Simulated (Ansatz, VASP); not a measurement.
**TeW: VASP beside Ansatz**

```xyz
2
Lattice="0.0000 2.7828 2.7828 2.7828 0.0000 2.7828 2.7828 2.7828 0.0000" Properties=species:S:1:pos:R:3 pbc="T T T"
W     0.0000    0.0000    0.0000
Te    2.7828    2.7828    2.7828
```

Alike in both runs: functional PBEsol; k mesh 14 × 14 × 14; occupations gaussian, width 0.1 eV; collinear spin.

Ansatz relaxed the structure, and its values are those at the end. VASP's run is a single point on that final structure, the one shown.

|  | VASP | Ansatz |
| --- | --- | --- |
| version | VASP 6.6.1 | Ansatz 0.2.0 |
| potentials or method | VASP PAW PBE potentials, release 64 (W_sv, Te), cutoff 520 eV | scalar-relativistic, plane waves, PAW |
| valence electrons in the cell | 20 | 30 |

```csv
,VASP,Ansatz,Ansatz less VASP
gap on the k mesh at the Fermi level (eV),none,none,-
pressure (GPa),0.1,0.0,-0.15
net moment per atom (μB),0.94,0.95,+0.004
size of the moment on the site where the two differ most (μB),1.50,1.38,-0.118
```

VASP's potentials were made for PBE, not for PBEsol. Site moments also hang on the region over which each program counts them. A gap of «none» marks a metal or a gap that the smearing closes. VASP's potentials hold 20 valence electrons a cell and Ansatz's 30, so a difference there can come from the potentials and not from the codes.

Neither program's run includes spin-orbit coupling.
